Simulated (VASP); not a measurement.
Here is a VASP 6.6.1 calculation.

INCAR

```
PREC = Accurate ; ENCUT = 520
EDIFF = 1E-6 ; ISMEAR = 0
SIGMA = 0.02 ; LREAL = F
LASPH = T ; NELM = 80
ALGO = Normal ; ISIF = 2
LWAVE = F ; LCHARG = F
GGA = PE ; NBANDS = 11
```

File KPOINTS:

```
regular mesh
0
Gamma
  12 12 12
```

The input POSCAR:

```
BN
1.0
   -0.1035662080      3.3551187121      2.2312689254
    1.2637604150     -0.0370858591      2.2312689254
    1.1601942070      3.3180328529      0.0000000000
B N
1 1
Direct
    0.0138984821      0.0138984821      0.9861015179
    0.6528015079      0.6528015079      0.3471984921
```

Potentials or basis: VASP PAW PBE potentials, release 64 (B, N).

Run with:

```sh
$ cat potpaw_PBE.64/B/POTCAR potpaw_PBE.64/N/POTCAR > POTCAR
$ mpirun -np 1 vasp_std > vasp.out
```

Task: Estimate the largest force.

Result: 3.609 eV/Å.

Task: Predict the band gap on the k mesh.

Result: 3.80 eV (least direct gap 4.39 eV).

Task: What does it give for the pressure?

Result: -3.9 GPa.

Stress tensor (GPa, compression positive):
```
  6.27   0.44   0.00
  0.44   2.73   0.00
  0.00   0.00 -20.56
```

Caveat: the cell differs from its parent crystal (strained and its atoms moved); the cell stands under tension; forces of over 1 eV/Å act on the atoms, so gaps and moduli don't describe the material at rest. A k mesh can miss the band edges.
